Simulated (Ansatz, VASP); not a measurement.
## One calculation of Au, two programs

```
Au
1.0
     2.73790    0.00000    0.00000
     0.00000    2.73790    0.00000
     0.00000    0.00000    2.73790
Au
1
Cartesian
  0.0000 0.0000 0.0000
```

Alike in both runs: functional PBE; k mesh 15 × 15 × 15; occupations fermi-dirac, width 0.05 eV; non-collinear spin, spin-orbit coupling.

Ansatz relaxed the structure, and its values are those at the end. VASP's run is a single point on that final structure, the one shown.

|  | VASP | Ansatz |
| --- | --- | --- |
| version | VASP 6.6.1 | Ansatz 0.2.0 |
| potentials or method | VASP PAW PBE potentials, release 64 (Au), cutoff 520 eV | all-electron LAPW |

|  | VASP | Ansatz | Ansatz less VASP |
| --- | --- | --- | --- |
| pressure (GPa) | 0.0 | 0.0 | -0.06 |
| net moment per atom (μB) | 0.00 | 0.00 | 0.000 |

Ansatz ran all-electron here, and VASP with PAW potentials.
